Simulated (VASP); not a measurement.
# HfAl2N3 (P6_3/mmc) in VASP: a series of runs, part 2 of 2

VASP 6.6.1. Earlier steps stand in the parts before.

### 3 Single point, PBE

This run uses another cell than the first one, of 13.62 Å³/atom, 1.360 times its volume.

INCAR reads:

```
PREC = Accurate ; ENCUT = 520
EDIFF = 1E-6 ; ISMEAR = 0
SIGMA = 0.1 ; LREAL = False
LASPH = True ; NELM = 100
ALGO = Normal ; ISIF = 2
LWAVE = False ; LCHARG = True
GGA = PE ; LELF = True
LVHAR = True ; NBANDS = 43
```

KPOINTS reads:

```
regular mesh
0
Gamma
  6 6 1
```

POSCAR reads:

```
HfAl2N3
1.0
    3.3141585900      0.0000000000      0.0000000000
   -1.6570792900      2.8701455300      0.0000000000
    0.0000000000      0.0000000000     17.1849591200
Hf Al N
2 4 6
Direct
    0.6666666700      0.3333333300      0.2500000000
    0.3333333300      0.6666666700      0.7500000000
    0.6666666700      0.3333333300      0.5833333300
    0.6666666700      0.3333333300      0.9166666700
    0.3333333300      0.6666666700      0.0833333300
    0.3333333300      0.6666666700      0.4166666700
    0.0000000000      0.0000000000      0.0000000000
    0.0000000000      0.0000000000      0.3333333300
    0.0000000000      0.0000000000      0.6666666700
    0.0000000000      0.0000000000      0.1666666700
    0.0000000000      0.0000000000      0.5000000000
    0.0000000000      0.0000000000      0.8333333300
```

Potentials or basis: VASP PAW PBE potentials, release 64 (Hf_pv, Al, N).

Run with:

```console
> cat potpaw_PBE.64/Hf_pv/POTCAR potpaw_PBE.64/Al/POTCAR potpaw_PBE.64/N/POTCAR > POTCAR
> mpirun -np 1 vasp_std > vasp.out
```

OUTCAR:

```text
PREC = Accurate
   ENCUT = 520
   EDIFF = 1E-6
   ISMEAR = 0
   LREAL = False
   LASPH = True
   NELM = 100
   ISIF = 2
   GGA = PE

 ion  position               nearest neighbor table
   1  0.667  0.333  0.250-   8 2.39  10 2.39   8 2.39  10 2.39   8 2.39  10 2.39   5 3.44   6 3.44
                             5 3.44   6 3.44   5 3.44   6 3.44
   2  0.333  0.667  0.750-   9 2.39  12 2.39   9 2.39  12 2.39   9 2.39  12 2.39   3 3.44   4 3.44
                             3 3.44   4 3.44   3 3.44   4 3.44
   3  0.667  0.333  0.583-  11 2.39  11 2.39  11 2.39   9 2.39   9 2.39   9 2.39   2 3.44   2 3.44
                             2 3.44
   4  0.667  0.333  0.917-   7 2.39   7 2.39   7 2.39  12 2.39  12 2.39  12 2.39   2 3.44   2 3.44
                             2 3.44
   5  0.333  0.667  0.083-   7 2.39   7 2.39   7 2.39  10 2.39  10 2.39  10 2.39   1 3.44   1 3.44
                             1 3.44
   6  0.333  0.667  0.417-  11 2.39  11 2.39  11 2.39   8 2.39   8 2.39   8 2.39   1 3.44   1 3.44
                             1 3.44
   7  0.000  0.000  0.000-   4 2.39   5 2.39   5 2.39   4 2.39   4 2.39   5 2.39
   8  0.000  0.000  0.333-   1 2.39   1 2.39   1 2.39   6 2.39   6 2.39   6 2.39
   9  0.000  0.000  0.667-   2 2.39   2 2.39   2 2.39   3 2.39   3 2.39   3 2.39
  10  0.000  0.000  0.167-   1 2.39   1 2.39   1 2.39   5 2.39   5 2.39   5 2.39
  11  0.000  0.000  0.500-   3 2.39   6 2.39   6 2.39   3 2.39   3 2.39   6 2.39
  12  0.000  0.000  0.833-   2 2.39   2 2.39   2 2.39   4 2.39   4 2.39   4 2.39

  LATTYP: Found a hexagonal cell.
 ALAT       =     3.3141585900
 C/A-ratio  =     5.1853158663

  Lattice vectors:

 A1 = (   3.3141585900,   0.0000000000,   0.0000000000)
 A2 = (  -1.6570792900,   2.8701455300,   0.0000000000)
 A3 = (   0.0000000000,   0.0000000000,  17.1849591200)

Analysis of symmetry for initial positions (statically):
=====================================================================
 Subroutine PRICEL returns:
 Original cell was already a primitive cell.

 Routine SETGRP: Setting up the symmetry group for a
 hexagonal supercell.

 Subroutine GETGRP returns: Found 24 space group operations
 (whereof 12 operations were pure point group operations)
 out of a pool of 24 trial point group operations.

The static configuration has the point symmetry D_3d.
 The point group associated with its full space group is D_6h.

Analysis of symmetry for dynamics (positions and initial velocities):
=====================================================================
 Subroutine PRICEL returns:
 Original cell was already a primitive cell.

 Routine SETGRP: Setting up the symmetry group for a
 hexagonal supercell.

 Subroutine GETGRP returns: Found 24 space group operations
 (whereof 12 operations were pure point group operations)
 out of a pool of 24 trial point group operations.

The dynamic configuration has the point symmetry D_3d.
 The point group associated with its full space group is D_6h.

 Subroutine INISYM returns: Found 24 space group operations
 (whereof 12 operations are pure point group operations),
 and found     1 'primitive' translations

----------------------------------------------------------------------------------------

                                     Primitive cell
[... 77 lines left out ...]
   total plane-waves  NPLWV = 100352
   dimension x,y,z NGX =    28 NGY =   28 NGZ =  128
   dimension x,y,z NGXF=    56 NGYF=   56 NGZF=  256
   ions per type =               2   4   6
   NGX,Y,Z   is equivalent  to a cutoff of  14.05, 14.05, 12.38 a.u.
   NGXF,Y,Z  is equivalent  to a cutoff of  28.09, 28.09, 24.77 a.u.
 SYSTEM =  unknown system
   PREC   = accura    normal or accurate (medium, high low for compatibility)
   ISTART =      0    job   : 0-new  1-cont  2-samecut
   ICHARG =      2    charge: 1-file 2-atom 10-const
   ISPIN  =      1    spin polarized calculation?
   LNONCOLLINEAR =      F non collinear calculations
   LSORBIT =      F    spin-orbit coupling
   LASPH  =      T    aspherical Exc in radial PAW
   ENCUT  =  520.0 eV  38.22 Ry    6.18 a.u.   6.16  6.16 31.95*2*pi/ulx,y,z
   NELM   =    100;   NELMIN=  2; NELMDL= -5     # of ELM steps
   EDIFF  = 0.1E-05   stopping-criterion for ELM
   LREAL  =      F    real-space projection
   EDIFFG = 0.1E-04   stopping-criterion for IOM
   NSW    =      0    number of steps for IOM
   IBRION =     -1    ionic relax: 0-MD 1-quasi-New 2-CG
   NFREE  =      0    steps in history (QN), initial steepest desc. (CG)
   ISIF   =      2    stress and relaxation
   ISYM   =      2    0-nonsym 1-usesym 2-fastsym
   POTIM  = 0.5000    time-step for ionic-motion
   TEBEG  =    0.0;   TEEND  =   0.0 temperature during run
   PSTRESS=    0.0 pullay stress
   NELECT =      62.0000    total number of electrons
   NUPDOWN=      -1.0000    fix difference up-down
   EMIN   =  10.00;   EMAX   =-10.00  energy-range for DOS
   EFERMI =   0.00;   METHOD = LEGACY
   ISMEAR =     0;   SIGMA  =   0.10  broadening in eV -4-tet -1-fermi 0-gaus
   EFERMI_NEDOS =   21; number of points for ismear=-14 and -15
   IALGO  =     38    algorithm
   IMIX   =      4    mixing-type and parameters
     AMIX     =   0.40;   BMIX     =  1.00
     AMIX_MAG =   1.60;   BMIX_MAG =  1.00
  volume/ion in A,a.u.               =      13.62        91.93
  Fermi-wavevector in a.u.,A,eV,Ry     =   1.185032  2.239386 19.106680  1.404301
  Thomas-Fermi vector in A             =   2.321234
   LORBIT       =      0    0 simple, 1 ext, 2 COOP (PROOUT), +10 PAW based schemes
   GGA     = PE    functional components
   LHFCALC =     F    Hartree Fock is set to
   AEXX    =    0.0000 exact exchange contribution
   IVDW    =     0    specifies the selected vdW correction
   LEPSILON=     F    determine dielectric tensor
   LRPA    =     F    only Hartree local field effects (RPA)
 non-spin polarized calculation
 Gauss-broadening in eV      SIGMA  =   0.10
  energy-cutoff  :      520.00
  volume of cell :      163.47
 maximum number of plane-waves:      4431
 NGX is ok and might be reduce to    28
   NGX = 13   NGY = 13   NGZ = 63

 number of electron      61.9999999 magnetization

 Free energy of the ion-electron system (eV)
  ---------------------------------------------------
  ext. energy  EPLUGINS =         0.00000000
  ---------------------------------------------------
  free energy    TOTEN  =       -89.36084816 eV

  energy without entropy =      -89.34145252  energy(sigma->0) =      -89.35115034

 E-fermi :   6.2140     XC(G=0): -10.7327

 val. band max:        6.2092446835   @ k =   0.5000  -0.0000   0.0000
 cond. band min:       6.3149765143   @ k =   0.1667   0.1667   0.0000
 fundamental gap:      0.1057318308
 Fermi energy:         6.2139508952

 k-point     1 :       0.0000    0.0000    0.0000
  band No.  band energies     occupation
      1     -25.3143      2.00000
      2     -25.3143      2.00000
      3     -24.9623      2.00000
      4     -24.9623      2.00000
      5     -24.9623      2.00000
      6     -24.9623      2.00000
[... 311 lines left out ...]
     42      10.2644      0.00000
     43      10.8330      0.00000

------------------------ aborting loop because EDIFF is reached ----------------------------------------

  FORCE on cell =-STRESS in cart. coord.  units (eV):
  Direction    XX          YY          ZZ          XY          YZ          ZX
  --------------------------------------------------------------------------------------
  -------------------------------------------------------------------------------------
  Total      -37.5297384    -37.5297384    -31.2805840     -0.0000001      0.0000000      0.0000000
  in kB     -367.8412345   -367.8412342   -306.5912297     -0.0000006      0.0000000      0.0000000
  external PRESSURE =    -347.4245662 kB  Pullay stress =       0.0000000 kB

 VOLUME and BASIS-vectors are now :
 -----------------------------------------------------------------------------
  energy-cutoff  :      520.00
  volume of cell :      163.47
      direct lattice vectors                 reciprocal lattice vectors
     3.314158590  0.000000000  0.000000000     0.301735711  0.174207194  0.000000000
    -1.657079290  2.870145530  0.000000000     0.000000000  0.348414389  0.000000000
     0.000000000  0.000000000 17.184959120     0.000000000  0.000000000  0.058190421

 POSITION                                       TOTAL-FORCE (eV/Angst)
 -----------------------------------------------------------------------------------
      1.65708      0.95672      4.29624         0.000000     -0.000000     -0.000000
     -0.00000      1.91343     12.88872        -0.000000      0.000000     -0.000000
      1.65708      0.95672     10.02456        -0.000000     -0.000000     -0.514838
      1.65708      0.95672     15.75288        -0.000000     -0.000000      0.514838
     -0.00000      1.91343      1.43208        -0.000000      0.000000     -0.514838
     -0.00000      1.91343      7.16040        -0.000000      0.000000      0.514838
      0.00000      0.00000      0.00000        -0.000000      0.000000     -0.000000
      0.00000      0.00000      5.72832        -0.000000      0.000000      0.095298
      0.00000      0.00000     11.45664        -0.000000     -0.000000     -0.095298
      0.00000      0.00000      2.86416        -0.000000      0.000000     -0.095298
      0.00000      0.00000      8.59248        -0.000000      0.000000     -0.000000
      0.00000      0.00000     14.32080        -0.000000     -0.000000      0.095298
 -----------------------------------------------------------------------------------
    total drift:                               -0.000010      0.000006     -0.000000

  FREE ENERGIE OF THE ION-ELECTRON SYSTEM (eV)
  ---------------------------------------------------
  free  energy   TOTEN  =       -89.3608481636 eV

  energy  without entropy=      -89.3414525195  energy(sigma->0) =      -89.35115034
```

Wall time 2.2 min (1 thread of AMD EPYC 7R13, shared host); peak memory 0.29 GiB.

What came out:

```
Free energy            : -89.3608 eV
Pressure               : -34.7 GPa
Largest force          : 0.515 eV/Å
Band gap on the k mesh : zero (band 31 reaches 6.75 eV, above the bottom of band 32 at 6.12 eV)
```

Forces on the atoms (eV/Å):
```
Hf   0.000  0.000  0.000
Hf   0.000  0.000  0.000
Al   0.000  0.000 -0.515
Al   0.000  0.000  0.515
Al   0.000  0.000 -0.515
Al   0.000  0.000  0.515
N    0.000  0.000  0.000
N    0.000  0.000  0.095
N    0.000  0.000 -0.095
N    0.000  0.000 -0.095
N    0.000  0.000  0.000
N    0.000  0.000  0.095
```

Levels at points of the mesh, in eV from the Fermi level:
```tsv
k point	band 29	band 30	band 31	band 32	band 33	band 34
(0.00, 0.00, 0.00)	-1.29	-1.29	-1.28	0.40	0.57	1.66
(0.50, 0.00, 0.00)	-2.01	-1.16	-0.65	0.00	0.60	0.64
```

Caveat: the k points lie up to 0.37 Å⁻¹ apart; spin-orbit coupling is left out, which moves the levels of the heavy elements.

### 4 Relaxation of cell and atoms, PBE

This run uses another cell than the first one, of 13.62 Å³/atom, 1.360 times its volume.

INCAR reads:

```
  ALGO = Normal
  EDIFF = 1E-6
  EDIFFG = -0.04
  ENCUT = 600
  GGA = PE
  IBRION = 2
  ISIF = 3
  ISMEAR = 0
  LASPH = T
  LCHARG = F
  LREAL = F
  LWAVE = F
  NELM = 60
  NSW = 90
  PREC = Accurate
  SIGMA = 0.1
```

KPOINTS reads:

```
k-points
0
Gamma
  6 6 1
```

POSCAR is that of step 3.

Run with:

```console
> cat potpaw_PBE.64/Hf_pv/POTCAR potpaw_PBE.64/Al/POTCAR potpaw_PBE.64/N/POTCAR > POTCAR
> mpirun -np 1 vasp_std > vasp.out
```

It took 13 min on 1 thread of AMD EPYC 7R13, shared host; peak memory 0.33 GiB.

Results (log left out):

```
Free energy                            : -95.8551 eV
Relaxed volume                         : 9.97 Å³/atom
Relaxed cell                           : a = 2.962 Å, b = 2.962 Å, c = 15.740 Å, α = 90.00°, β = 90.00°, γ = 120.00°
Space group after relaxing (to 0.05 Å) : P6_3/mmc (No. 194)
Energy gained by relaxing              : 540.3 meV/atom
Ionic steps                            : 9
Pressure after relaxing                : 0.1 GPa
Largest force after relaxing           : 0.039 eV/Å
Band gap on the k mesh                 : zero (band 31 reaches 10.19 eV, above the bottom of band 32 at 9.14 eV)
```

Forces on the atoms (eV/Å):
```
Hf   0.000  0.000  0.000
Hf   0.000  0.000  0.000
Al   0.000  0.000  0.039
Al   0.000  0.000 -0.039
Al   0.000  0.000  0.039
Al   0.000  0.000 -0.039
N    0.000  0.000  0.000
N    0.000  0.000  0.032
N    0.000  0.000 -0.032
N    0.000  0.000 -0.032
N    0.000  0.000  0.000
N    0.000  0.000  0.032
```

Step by step:
```tsv
step	energy change (eV)	largest force (eV/Å)	pressure (GPa)	volume (Å³)
1	0.0000	0.5148	-34.85	163.47
2	-3.1120	4.4702	54.54	102.88
3	-5.9154	2.2606	-1.15	122.62
4	-5.9186	2.3221	0.17	121.88
5	-6.4520	0.4087	2.20	118.78
6	-6.4551	0.4253	2.48	118.53
7	-6.4700	0.0963	-2.39	120.87
8	-6.4822	0.1081	-0.49	119.92
9	-6.4835	0.0389	0.14	119.58
```

Final structure:
```
Hf Al N
1.0
     2.96189    0.00000    0.00000
    -1.48095    2.56507    0.00000
     0.00000    0.00000   15.73960
Hf Al N
2 4 6
Direct
  0.66667 0.33333 0.25000
  0.33333 0.66667 0.75000
  0.66667 0.33333 0.58029
  0.66667 0.33333 0.91971
  0.33333 0.66667 0.08029
  0.33333 0.66667 0.41971
  0.00000 0.00000 0.00000
  0.00000 0.00000 0.34099
  0.00000 0.00000 0.65901
  0.00000 0.00000 0.15901
  0.00000 0.00000 0.50000
  0.00000 0.00000 0.84099
```

Levels at points of the mesh, in eV from the Fermi level:
```csv
k point,band 27,band 28,band 29,band 30,band 31,band 32,band 33,band 34,band 35,band 36
"(0.00, 0.00, 0.00)",-1.71,-1.53,-1.53,-1.29,0.34,1.68,2.20,2.37,2.97,3.46
"(0.50, 0.00, 0.00)",-2.85,-2.74,-2.33,-1.30,-0.42,0.31,1.07,2.04,2.95,3.29
```

Caveat: the k points lie up to 0.41 Å⁻¹ apart in the final cell; the volume moved by over 15 % at a fixed basis, so the end points are rough; spin-orbit coupling is left out, which moves the levels of the heavy elements.

### 5 Relaxation of cell and atoms, PBE

INCAR reads:

```
PREC = Accurate
ENCUT = 600
EDIFF = 1E-7
ISMEAR = 0
SIGMA = 0.1
LREAL = False
LASPH = True
NELM = 120
ALGO = Normal
ISIF = 3
LWAVE = False
LCHARG = False
GGA = PE
IBRION = 2
NSW = 100
EDIFFG = -0.01
GGA_COMPAT = False
NELMIN = 4
```

KPOINTS reads:

```
regular mesh
0
Gamma
  12 12 4
```

POSCAR reads:

```
HfAl2N3
1.0
    2.9661588530      0.0000000000      0.0000000000
   -1.4830794265      2.5687689183      0.0000000000
    0.0000000000      0.0000000000     15.7711754508
Hf Al N
2 4 6
Direct
    0.6666666667      0.3333333333      0.2500000000
    0.3333333333      0.6666666667      0.7500000000
    0.6666666667      0.3333333333      0.5802897662
    0.6666666667      0.3333333333      0.9197102338
    0.3333333333      0.6666666667      0.0802897662
    0.3333333333      0.6666666667      0.4197102338
    0.0000000000      0.0000000000      0.0000000000
    0.0000000000      0.0000000000      0.3413425009
    0.0000000000      0.0000000000      0.6586574991
    0.0000000000      0.0000000000      0.1586574991
    0.0000000000      0.0000000000      0.5000000000
    0.0000000000      0.0000000000      0.8413425009
```

Run with:

```console
> cat potpaw_PBE.64/Hf_pv/POTCAR potpaw_PBE.64/Al/POTCAR potpaw_PBE.64/N/POTCAR > POTCAR
> mpirun -np 1 vasp_std > vasp.out
```

Run time: 18 min. Hardware: 1 thread of Intel Xeon 6975P-C, shared host; peak memory 0.46 GiB.

It converged, with:

| Quantity | Value |
| --- | --- |
| Free energy | -95.7976 eV |
| Relaxed volume | 9.97 Å³/atom |
| Relaxed cell | a = 2.961 Å, b = 2.961 Å, c = 15.751 Å, α = 90.00°, β = 90.00°, γ = 120.00° |
| Space group after relaxing (to 0.05 Å) | P6_3/mmc (No. 194) |
| Energy gained by relaxing | 0.2 meV/atom |
| Ionic steps | 5 |
| Pressure after relaxing | 0.0 GPa |
| Largest force after relaxing | 0.006 eV/Å |
| Band gap on the k mesh | zero (band 31 reaches 10.31 eV, above the bottom of band 32 at 8.93 eV) |

Forces on the atoms (eV/Å):
```
Hf   0.000  0.000  0.000
Hf   0.000  0.000  0.000
Al   0.000  0.000 -0.002
Al   0.000  0.000  0.002
Al   0.000  0.000 -0.002
Al   0.000  0.000  0.002
N    0.000  0.000  0.000
N    0.000  0.000 -0.006
N    0.000  0.000  0.006
N    0.000  0.000  0.006
N    0.000  0.000  0.000
N    0.000  0.000 -0.006
```

The path:
```
step  energy change (eV)  largest force (eV/Å)  pressure (GPa)  volume (Å³)
   1              0.0000                0.0514           -1.09       120.17
   2              0.0001                0.0307            1.22       118.98
   3             -0.0022                0.0200            0.04       119.58
   4             -0.0022                0.0207            0.02       119.59
   5             -0.0023                0.0060           -0.02       119.61
```

Final structure:
```cif
data_structure
_symmetry_space_group_name_H-M 'P 1'
_symmetry_Int_Tables_number 1
_cell_length_a 2.9612
_cell_length_b 2.9612
_cell_length_c 15.7506
_cell_angle_alpha 90.000
_cell_angle_beta 90.000
_cell_angle_gamma 120.000
_cell_volume 119.61
loop_
_atom_site_label
_atom_site_type_symbol
_atom_site_fract_x
_atom_site_fract_y
_atom_site_fract_z
_atom_site_occupancy
Hf1 Hf 0.66667 0.33333 0.25000 1
Hf2 Hf 0.33333 0.66667 0.75000 1
Al1 Al 0.66667 0.33333 0.58042 1
Al2 Al 0.66667 0.33333 0.91958 1
Al3 Al 0.33333 0.66667 0.08042 1
Al4 Al 0.33333 0.66667 0.41958 1
N1 N 0.00000 0.00000 0.00000 1
N2 N 0.00000 0.00000 0.34127 1
N3 N 0.00000 0.00000 0.65873 1
N4 N 0.00000 0.00000 0.15873 1
N5 N 0.00000 0.00000 0.50000 1
N6 N 0.00000 0.00000 0.84127 1
```

Levels at points of the mesh, in eV from the Fermi level:
| k point | band 29 | band 30 | band 31 | band 32 | band 33 | band 34 |
| --- | --- | --- | --- | --- | --- | --- |
| (0.00, 0.00, 0.00) | -1.57 | -1.35 | 0.25 | 1.58 | 2.13 | 2.32 |
| (0.50, 0.00, 0.00) | -2.38 | -1.36 | -0.50 | 0.23 | 1.02 | 1.98 |
| (0.00, 0.00, 0.50) | -1.65 | -1.65 | 1.03 | 1.03 | 2.20 | 2.20 |
| (0.50, 0.00, 0.50) | -2.07 | -2.07 | -0.05 | -0.05 | 1.41 | 1.41 |

Caveat: spin-orbit coupling is left out, which moves the levels of the heavy elements.

### 6 Summary

| task | cell | k mesh | cutoff (eV) | gap on the mesh (eV) | pressure (GPa) | relaxed volume (Å³/atom) | largest force (eV/Å) |
| --- | --- | --- | --- | --- | --- | --- | --- |
| single point | a = 2.966, b = 2.966, c = 15.771 Å, angles 90.0, 90.0, 120.0°, 12 atoms | 6 × 6 × 1 | 520 | none | -1.0 | - | 0.10 |
| single point | a = 3.314, b = 3.314, c = 17.185 Å, angles 90.0, 90.0, 120.0°, 12 atoms | 6 × 6 × 1 | 520 | none | -34.7 | - | 0.51 |
| relaxation of cell and atoms | relaxed from a = 3.314, b = 3.314, c = 17.185 Å, angles 90.0, 90.0, 120.0°, 12 atoms | 6 × 6 × 1 | 600 | none | 0.1 | 9.97 | 0.04 |
| relaxation of cell and atoms | relaxed from a = 2.966, b = 2.966, c = 15.771 Å, angles 90.0, 90.0, 120.0°, 12 atoms | 12 × 12 × 4 | 600 | none | 0.0 | 9.97 | 0.01 |

Alike in all rows: level PBE; potentials or basis VASP PAW PBE potentials, release 64 (Hf_pv, Al, N); no spin polarisation; smearing gaussian 0.1 eV.

Caveats: some runs use coarse meshes; spin-orbit coupling is left out, which moves the levels of the heavy elements; the volume moved by over 15 % at a fixed basis, so the end points are rough (some runs).

Total energies depend on the potentials used, so only differences within one code and one set of settings carry meaning.
